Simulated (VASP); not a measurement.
# GeBr5 (P-62m) in VASP: notebook

GeBr5 is run at these levels: PBE; tasks: single point, relaxation of cell and atoms.

Program: VASP 6.6.1. These are calculated values, not measurements. Logs are shortened: lines on timing, memory, paths and dates and some standing lists are left out, and cuts for length are marked.

## (1) The cell of the first run

Symmetry: P-62m, No. 189, hexagonal system. Conventional cell: a = 7.208 Å, b = 7.208 Å, c = 3.969 Å, α = 90.00°, β = 90.00°, γ = 120.00°. Within 3.7 Å of Ge (site symmetry -62m) lie 6 Br at 2.81 Å. Br (site symmetry -6) has 11 Br at 3.30 to 4.16 Å and 3 Ge at 4.16 Å within 4.3 Å. Br (site symmetry m2m) has 2 Ge at 2.81 Å and 6 Br at 3.30 to 3.44 Å within 3.7 Å.

The cell was generated, and may not be a known phase.

## (2) Single point, PBE

File INCAR:

```
SYSTEM = GeBr5
ALGO = Normal
EDIFF = 1E-6
ENCUT = 520
GGA = PE
ISIF = 2
ISMEAR = 0
LASPH = .True.
LCHARG = .False.
LREAL = .False.
LWAVE = .False.
NBANDS = 34
NELM = 80
PREC = Accurate
SIGMA = 0.1
```

File KPOINTS:

```
k-points
0
Gamma
  3 3 4
  0 0 0
```

File POSCAR:

```
GeBr5
1.0
    7.2077046412      0.0000000000      0.0000000000
   -3.6038523206      6.2420553223      0.0000000000
    0.0000000000      0.0000000000      3.9693233034
Ge Br
1 5
Direct
    0.0000000000      0.0000000000      0.0000000000
    0.6666666667      0.3333333333      0.0000000000
    0.2756937208      0.0000000000      0.5000000000
    0.7243062792      0.7243062792      0.5000000000
    0.0000000000      0.2756937208      0.5000000000
    0.3333333333      0.6666666667      0.0000000000
```

Potentials or basis: VASP PAW PBE potentials, release 64 (Ge_d, Br).

Run with:

```
cat potpaw_PBE.64/Ge_d/POTCAR potpaw_PBE.64/Br/POTCAR > POTCAR
mpirun -np 1 vasp_std > vasp.out
```

OUTCAR:

```text
SYSTEM = GeBr5
   EDIFF = 1E-6
   ENCUT = 520
   GGA = PE
   ISIF = 2
   ISMEAR = 0
   LASPH = .True.
   LREAL = .False.
   NELM = 80
   PREC = Accurate

 ion  position               nearest neighbor table
   1  0.000  0.000  0.000-   3 2.81   3 2.81   5 2.81   4 2.81   4 2.81   5 2.81
   2  0.667  0.333  0.000-
   3  0.276  0.000  0.500-   1 2.81   1 2.81
   4  0.724  0.724  0.500-   1 2.81   1 2.81
   5  0.000  0.276  0.500-   1 2.81   1 2.81
   6  0.333  0.667  0.000-

  LATTYP: Found a hexagonal cell.
 ALAT       =     7.2077046412
 C/A-ratio  =     0.5507055992

  Lattice vectors:

 A1 = (   7.2077046412,   0.0000000000,   0.0000000000)
 A2 = (  -3.6038523206,   6.2420553223,   0.0000000000)
 A3 = (   0.0000000000,   0.0000000000,   3.9693233034)

Analysis of symmetry for initial positions (statically):
=====================================================================
 Subroutine PRICEL returns:
 Original cell was already a primitive cell.

 Routine SETGRP: Setting up the symmetry group for a
 hexagonal supercell.

 Subroutine GETGRP returns: Found 12 space group operations
 (whereof 12 operations were pure point group operations)
 out of a pool of 24 trial point group operations.

The static configuration has the point symmetry D_3h.

Analysis of symmetry for dynamics (positions and initial velocities):
=====================================================================
 Subroutine PRICEL returns:
 Original cell was already a primitive cell.

 Routine SETGRP: Setting up the symmetry group for a
 hexagonal supercell.

 Subroutine GETGRP returns: Found 12 space group operations
 (whereof 12 operations were pure point group operations)
 out of a pool of 24 trial point group operations.

The dynamic configuration has the point symmetry D_3h.

 Subroutine INISYM returns: Found 12 space group operations
 (whereof 12 operations are pure point group operations),
 and found     1 'primitive' translations

----------------------------------------------------------------------------------------

                                     Primitive cell

  volume of cell :     178.5834

  direct lattice vectors                    reciprocal lattice vectors
     7.207704641  0.000000000  0.000000000     0.138740424  0.080101821  0.000000000
    -3.603852321  6.242055322  0.000000000     0.000000000  0.160203643  0.000000000
     0.000000000  0.000000000  3.969323303     0.000000000  0.000000000  0.251932111

  length of vectors
     7.207704641  7.207704641  3.969323303     0.160203643  0.160203643  0.251932111

  position of ions in fractional coordinates (direct lattice)
     0.000000000  0.000000000  0.000000000
     0.666666667  0.333333333  0.000000000
     0.275693721  0.000000000  0.500000000
     0.724306279  0.724306279  0.500000000
     0.000000000  0.275693721  0.500000000
     0.333333333  0.666666667  0.000000000

  ion indices of the primitive-cell ions
   primitive index   ion index
                 1           1
                 2           2
                 3           3
                 4           4
                 5           5
                 6           6

----------------------------------------------------------------------------------------

 KPOINTS: k-points

Automatic generation of k-mesh.
 Grid dimensions read from file:
 generate k-points for:    3    3    4

 Generating k-lattice:

  Cartesian coordinates                     Fractional coordinates (reciprocal lattice)
     0.046246808  0.026700607  0.000000000     0.333333333  0.000000000  0.000000000
     0.000000000  0.053401214  0.000000000     0.000000000  0.333333333  0.000000000
     0.000000000  0.000000000  0.062983028     0.000000000  0.000000000  0.250000000

  Length of vectors
     0.053401214  0.053401214  0.062983028

  Shift w.r.t. Gamma in fractional coordinates (k-lattice)
     0.000000000  0.000000000  0.000000000

 Subroutine IBZKPT returns following result:
 ===========================================

 Found      9 irreducible k-points:

 Following reciprocal coordinates:
            Coordinates               Weight
  0.000000  0.000000  0.000000      1.000000
  0.333333  0.000000  0.000000      6.000000
  0.333333  0.333333  0.000000      2.000000
  0.000000  0.000000  0.250000      2.000000
  0.333333  0.000000  0.250000     12.000000
  0.333333  0.333333  0.250000      4.000000
  0.000000  0.000000  0.500000      1.000000
  0.333333  0.000000  0.500000      6.000000
  0.333333  0.333333  0.500000      2.000000
   k-points           NKPTS =      9   k-points in BZ     NKDIM =      9   number of bands    NBANDS=     34
   number of dos      NEDOS =    301   number of ions     NIONS =      6
   total plane-waves  NPLWV =  87480
   dimension x,y,z NGX =    54 NGY =   54 NGZ =   30
   dimension x,y,z NGXF=   108 NGYF=  108 NGZF=   60
   ions per type =               1   5
   NGX,Y,Z   is equivalent  to a cutoff of  12.46, 12.46, 12.56 a.u.
   NGXF,Y,Z  is equivalent  to a cutoff of  24.91, 24.91, 25.13 a.u.
 SYSTEM =  GeBr5
   PREC   = accura    normal or accurate (medium, high low for compatibility)
   ISTART =      0    job   : 0-new  1-cont  2-samecut
   ICHARG =      2    charge: 1-file 2-atom 10-const
   ISPIN  =      1    spin polarized calculation?
   LNONCOLLINEAR =      F non collinear calculations
   LSORBIT =      F    spin-orbit coupling
   LASPH  =      T    aspherical Exc in radial PAW
   ENCUT  =  520.0 eV  38.22 Ry    6.18 a.u.  13.40 13.40  7.38*2*pi/ulx,y,z
   NELM   =     80;   NELMIN=  2; NELMDL= -5     # of ELM steps
   EDIFF  = 0.1E-05   stopping-criterion for ELM
   LREAL  =      F    real-space projection
   EDIFFG = 0.1E-04   stopping-criterion for IOM
   NSW    =      0    number of steps for IOM
   IBRION =     -1    ionic relax: 0-MD 1-quasi-New 2-CG
   NFREE  =      0    steps in history (QN), initial steepest desc. (CG)
   ISIF   =      2    stress and relaxation
   ISYM   =      2    0-nonsym 1-usesym 2-fastsym
   POTIM  = 0.5000    time-step for ionic-motion
   TEBEG  =    0.0;   TEEND  =   0.0 temperature during run
   PSTRESS=    0.0 pullay stress
   NELECT =      49.0000    total number of electrons
   NUPDOWN=      -1.0000    fix difference up-down
   EMIN   =  10.00;   EMAX   =-10.00  energy-range for DOS
   EFERMI =   0.00;   METHOD = LEGACY
   ISMEAR =     0;   SIGMA  =   0.10  broadening in eV -4-tet -1-fermi 0-gaus
   EFERMI_NEDOS =   21; number of points for ismear=-14 and -15
   IALGO  =     38    algorithm
   IMIX   =      4    mixing-type and parameters
     AMIX     =   0.40;   BMIX     =  1.00
     AMIX_MAG =   1.60;   BMIX_MAG =  1.00
  volume/ion in A,a.u.               =      29.76       200.86
  Fermi-wavevector in a.u.,A,eV,Ry     =   1.063800  2.010290 15.397300  1.131670
  Thomas-Fermi vector in A             =   2.199297
   LORBIT       =      0    0 simple, 1 ext, 2 COOP (PROOUT), +10 PAW based schemes
   GGA     = PE    functional components
   LHFCALC =     F    Hartree Fock is set to
   AEXX    =    0.0000 exact exchange contribution
   IVDW    =     0    specifies the selected vdW correction
   LEPSILON=     F    determine dielectric tensor
   LRPA    =     F    only Hartree local field effects (RPA)
 non-spin polarized calculation
 Gauss-broadening in eV      SIGMA  =   0.10
  energy-cutoff  :      520.00
  volume of cell :      178.58
 maximum number of plane-waves:      4838
 NGX is ok and might be reduce to    54
   NGX = 27   NGY = 27   NGZ = 15

 number of electron      49.0000002 magnetization

 Free energy of the ion-electron system (eV)
  ---------------------------------------------------
  ext. energy  EPLUGINS =         0.00000000
  ---------------------------------------------------
  free energy    TOTEN  =       -11.99222882 eV

  energy without entropy =      -11.94748296  energy(sigma->0) =      -11.96985589

 E-fermi :   0.8663     XC(G=0):  -8.5649

 val. band max:        0.8323072185   @ k =   0.3333   0.3333   0.2500
 cond. band min:       0.8910332463   @ k =   0.3333   0.3333   0.2500
 fundamental gap:      0.0587260278
 Fermi energy:         0.8663279484

 k-point     1 :       0.0000    0.0000    0.0000
  band No.  band energies     occupation
      1     -23.7747      2.00000
      2     -23.7747      2.00000
      3     -23.7562      2.00000
      4     -23.7562      2.00000
      5     -23.7524      2.00000
      6     -14.1791      2.00000
[... 26 lines left out ...]
     33       9.1055      0.00000
     34      10.0145      0.00000

 k-point     2 :       0.3333    0.0000    0.0000
  band No.  band energies     occupation
      1     -23.7747      2.00000
      2     -23.7747      2.00000
      3     -23.7562      2.00000
      4     -23.7562      2.00000
      5     -23.7524      2.00000
      6     -14.0582      2.00000
[... 26 lines left out ...]
     33       8.9115      0.00000
     34       9.7583      0.00000

 k-point     3 :       0.3333    0.3333    0.0000
  band No.  band energies     occupation
      1     -23.7747      2.00000
      2     -23.7747      2.00000
      3     -23.7562      2.00000
      4     -23.7562      2.00000
      5     -23.7524      2.00000
      6     -13.9667      2.00000
[... 26 lines left out ...]
     33       9.8941      0.00000
     34       9.9126      0.00000
[... 149 lines left out ...]
 k-point     8 :       0.3333    0.0000    0.5000
  band No.  band energies     occupation
      1     -23.7741      2.00000
      2     -23.7741      2.00000
      3     -23.7599      2.00000
      4     -23.7599      2.00000
      5     -23.7460      2.00000
      6     -13.6572      2.00000
[... 26 lines left out ...]
     33       9.8658      0.00000
     34      10.0243      0.00000

 k-point     9 :       0.3333    0.3333    0.5000
  band No.  band energies     occupation
      1     -23.7741      2.00000
      2     -23.7741      2.00000
      3     -23.7599      2.00000
      4     -23.7599      2.00000
      5     -23.7460      2.00000
      6     -13.6408      2.00000
[... 26 lines left out ...]
     33       9.6089      0.00000
     34       9.6089      0.00000

------------------------ aborting loop because EDIFF is reached ----------------------------------------

  FORCE on cell =-STRESS in cart. coord.  units (eV):
  Direction    XX          YY          ZZ          XY          YZ          ZX
  --------------------------------------------------------------------------------------
  -------------------------------------------------------------------------------------
  Total        0.0856354      0.0856354      0.0450476      0.0000000      0.0000000      0.0000000
  in kB        0.7682856      0.7682856      0.4041483      0.0000000      0.0000000      0.0000000
  external PRESSURE =       0.6469065 kB  Pullay stress =       0.0000000 kB

 VOLUME and BASIS-vectors are now :
 -----------------------------------------------------------------------------
  energy-cutoff  :      520.00
  volume of cell :      178.58
      direct lattice vectors                 reciprocal lattice vectors
     7.207704641  0.000000000  0.000000000     0.138740424  0.080101821  0.000000000
    -3.603852321  6.242055322  0.000000000     0.000000000  0.160203643  0.000000000
     0.000000000  0.000000000  3.969323303     0.000000000  0.000000000  0.251932111

 POSITION                                       TOTAL-FORCE (eV/Angst)
 -----------------------------------------------------------------------------------
      0.00000      0.00000      0.00000         0.000000     -0.000000      0.000000
      3.60385      2.08069      0.00000         0.000000     -0.000000      0.000000
      1.98712      0.00000      1.98466        -0.000489     -0.000000      0.000000
      2.61029      4.52116      1.98466         0.000244      0.000423     -0.000000
     -0.99356      1.72090      1.98466         0.000244     -0.000423      0.000000
     -0.00000      4.16137      0.00000         0.000000     -0.000000      0.000000
 -----------------------------------------------------------------------------------
    total drift:                                0.000000      0.000000     -0.000000

  FREE ENERGIE OF THE ION-ELECTRON SYSTEM (eV)
  ---------------------------------------------------
  free  energy   TOTEN  =       -11.9922288243 eV

  energy  without entropy=      -11.9474829632  energy(sigma->0) =      -11.96985589
```

Wall time 39 s (1 thread of Oxide Virtual Turin-like, shared host); peak memory 0.25 GiB.

Results:

- Free energy: -11.9922 eV
- Pressure: 0.1 GPa
- Band gap on the k mesh: zero (an odd number of electrons rules out a gap without spin polarisation)

Caveat: the k points lie up to 0.40 Å⁻¹ apart, too coarse for converged energies and pressures of a metal; an odd number of electrons without spin polarisation forces a metal; a magnetic or distorted state may lie lower.

## (3) Single point, PBE

This run uses another cell than the first one, of 37.17 Å³/atom.

File INCAR:

```
SYSTEM = GeBr5
PREC = Accurate ; ENCUT = 520
EDIFF = 1E-6 ; ISMEAR = 0
SIGMA = 0.1 ; LREAL = .FALSE.
LASPH = .TRUE. ; NELM = 60
ALGO = Normal ; ISIF = 2
LWAVE = .FALSE. ; LCHARG = .FALSE.
GGA = PE ; NBANDS = 34
```

File KPOINTS:

```
regular mesh
0
G
  3 3 4
  0 0 0
```

File POSCAR:

```
GeBr5
1.0
    6.5354297000      0.0000000000      0.0000000000
   -3.2677148500      5.6598481400      0.0000000000
    0.0000000000      0.0000000000      6.0299376100
Ge Br
1 5
Direct
    0.0000000000      0.0000000000      0.0000000000
    0.6666666700      0.3333333300      0.0000000000
    0.3194194100      0.0000000000      0.5000000000
    0.6805805900      0.6805805900      0.5000000000
    0.0000000000      0.3194194100      0.5000000000
    0.3333333300      0.6666666700      0.0000000000
```

Potentials or basis: VASP PAW PBE potentials, release 64 (Ge_d, Br).

Run with:

```
cat potpaw_PBE.64/Ge_d/POTCAR potpaw_PBE.64/Br/POTCAR > POTCAR
mpirun -np 1 vasp_std > vasp.out
```

It took 75 s on 1 thread of Oxide Virtual Turin-like, shared host; peak memory 0.32 GiB.

The run converged. Its results:

* Free energy: -9.3305 eV
* Pressure: -4.7 GPa
* Largest force: 0.389 eV/Å
* Band gap on the k mesh: zero (an odd number of electrons rules out a gap without spin polarisation)

Forces in eV/Å, atoms in the order of the input:
```
Ge   0.000  0.000  0.000
Br   0.000  0.000  0.000
Br  -0.389  0.000  0.000
Br   0.195  0.337  0.000
Br   0.195 -0.337  0.000
Br   0.000  0.000  0.000
```

Stress tensor (GPa, compression positive):
```
-4.55  0.00  0.00
 0.00 -4.55  0.00
 0.00  0.00 -4.96
```

Levels at points of the mesh, in eV from the Fermi level:
```tsv
k point	band 22	band 23	band 24	band 25	band 26	band 27
(0.00, 0.00, 0.00)	-0.68	-0.66	-0.16	0.19	0.19	1.74
(0.00, 0.00, 0.50)	0.00	0.00	0.12	0.21	0.21	1.69
```

Caveat: the k points lie up to 0.37 Å⁻¹ apart, too coarse for converged energies and pressures of a metal; an odd number of electrons without spin polarisation forces a metal; a magnetic or distorted state may lie lower.

## (4) Relaxation of cell and atoms, PBE

This run uses another cell than the first one, of 37.17 Å³/atom.

File INCAR:

```
SYSTEM = GeBr5
PREC = Accurate
ENCUT = 600
EDIFF = 1E-7
ISMEAR = 0
SIGMA = 0.1
LREAL = .FALSE.
LASPH = .TRUE.
NELM = 60
ALGO = Normal
ISIF = 3
LWAVE = .FALSE.
LCHARG = .FALSE.
GGA = PE
IBRION = 2
NSW = 90
EDIFFG = -0.04
```

KPOINTS is that of step 3.

POSCAR is that of step 3.

Run with:

```
cat potpaw_PBE.64/Ge_d/POTCAR potpaw_PBE.64/Br/POTCAR > POTCAR
mpirun -np 1 vasp_std > vasp.out
```

Wall time 35 min (1 thread of Oxide Virtual Turin-like, shared host); peak memory 0.39 GiB.

Results (log left out):

```
Free energy                           : -12.8917 eV
Relaxed volume                        : 38.28 Å³/atom
Relaxed cell                          : a = 9.069 Å, b = 9.069 Å, c = 3.225 Å, α = 90.00°, β = 90.00°, γ = 120.00°
Space group after relaxing (to 0.1 Å) : P-62m (No. 189)
Energy gained by relaxing             : 593.5 meV/atom
Ionic steps                           : 40
Pressure after relaxing               : 0.1 GPa
Largest force after relaxing          : 0.032 eV/Å
Band gap on the k mesh                : zero (an odd number of electrons rules out a gap without spin polarisation)
```

Forces in eV/Å, atoms in the order of the input:
```
Ge   0.000  0.000  0.000
Br   0.000  0.000  0.000
Br   0.032  0.000  0.000
Br  -0.016 -0.028  0.000
Br  -0.016  0.028  0.000
Br   0.000  0.000  0.000
```

Step by step:
| step | energy change (eV) | largest force (eV/Å) | pressure (GPa) | volume (Å³) |
| --- | --- | --- | --- | --- |
| 1 | 0.0000 | 0.3900 | -4.68 | 223.04 |
| 2 | -0.9430 | 0.3511 | -3.92 | 189.81 |
| 3 | -1.4381 | 0.2287 | -1.05 | 162.03 |
| 4 | -1.4555 | 0.1615 | 0.61 | 153.78 |
| 5 | -1.4595 | 0.1844 | 0.04 | 156.31 |
| 6 | -1.4588 | 0.1738 | 0.30 | 155.14 |
| 7 | -1.4660 | 0.1481 | 0.32 | 155.27 |
| 8 | -1.4862 | 0.0503 | 0.42 | 155.67 |
| 9 | -1.5041 | 0.2357 | 0.83 | 156.42 |
| 10 | -1.5074 | 0.2451 | 0.83 | 156.66 |
| 11 | -1.5178 | 0.2727 | 0.77 | 157.38 |
| 12 | -1.5400 | 0.3300 | 0.73 | 158.79 |
| 13 | -1.5874 | 0.4716 | 0.70 | 161.57 |
| 14 | -1.6619 | 0.8864 | 0.98 | 166.87 |
| 15 | -1.5548 | 2.1663 | 2.16 | 176.37 |
| 16 | -1.6515 | 1.2393 | 1.45 | 169.99 |
| 17 | -1.6633 | 1.2644 | 1.42 | 170.78 |
| 18 | -1.6970 | 1.3581 | 1.32 | 173.13 |
| 19 | -1.7604 | 1.5732 | 1.06 | 177.71 |
| 20 | -1.8160 | 1.8756 | 1.26 | 186.37 |
| 21 | -1.9096 | 1.7020 | 1.00 | 189.04 |
| 22 | -2.1086 | 1.3268 | 0.38 | 196.88 |
| 23 | -2.3801 | 0.6541 | -0.91 | 211.57 |
| 24 | -2.9693 | 0.9839 | -2.81 | 235.90 |
| 25 | -2.8468 | 0.4947 | -2.54 | 228.41 |
| 26 | -2.9394 | 0.7659 | -2.74 | 232.65 |
| 27 | -3.1057 | 1.1669 | -2.50 | 233.68 |
| 28 | -3.1090 | 1.1909 | -2.44 | 233.71 |
| 29 | -3.3173 | 1.0128 | -1.79 | 224.77 |
| 30 | -3.4971 | 0.3924 | 0.26 | 209.42 |
| 31 | -3.4975 | 0.3357 | 0.45 | 208.39 |
| 32 | -3.5182 | 0.1887 | 0.38 | 209.44 |
| 33 | -3.5249 | 0.0277 | 0.33 | 210.54 |
| 34 | -3.5295 | 0.0649 | 0.18 | 212.43 |
| 35 | -3.5360 | 0.1727 | -0.24 | 218.19 |
| 36 | -3.5396 | 0.1665 | -0.21 | 218.87 |
| 37 | -3.5484 | 0.1461 | -0.10 | 220.90 |
| 38 | -3.5560 | 0.1007 | 0.13 | 224.95 |
| 39 | -3.5597 | 0.0388 | 0.12 | 227.16 |
| 40 | -3.5613 | 0.0323 | 0.11 | 229.67 |

Final structure:
```yaml
crystal:
  lattice:
    - [9.06855, 0.00000, 0.00000]
    - [-4.53428, 7.85360, 0.00000]
    - [0.00000, 0.00000, 3.22470]
  atoms:
    - { symbol: Ge, position: [0.00000, 0.00000, 0.00000] }
    - { symbol: Br, position: [0.66667, 0.33333, 0.00000] }
    - { symbol: Br, position: [0.22136, 0.00000, 0.50000] }
    - { symbol: Br, position: [0.77864, 0.77864, 0.50000] }
    - { symbol: Br, position: [0.00000, 0.22136, 0.50000] }
    - { symbol: Br, position: [0.33333, 0.66667, 0.00000] }
```

Levels at points of the mesh, in eV from the Fermi level:
```csv
k point,band 21,band 22,band 23,band 24,band 25,band 26,band 27,band 28,band 29
"(0.00, 0.00, 0.00)",-0.62,-0.55,-0.55,0.36,1.48,1.48,4.28,4.28,5.43
"(0.00, 0.00, 0.50)",-1.30,-0.95,-0.16,-0.16,-0.03,-0.03,3.00,3.00,4.62
```

Caveat: the k points lie up to 0.49 Å⁻¹ apart in the final cell, too coarse for converged energies and pressures of a metal; a cell axis changed by over 15 % at a fixed basis, so the end point is rough; an odd number of electrons without spin polarisation forces a metal; a magnetic or distorted state may lie lower.

(Continued in part 2 of 2.)

The gap in the log of VASP goes by the Fermi energy; the results here count the filled bands.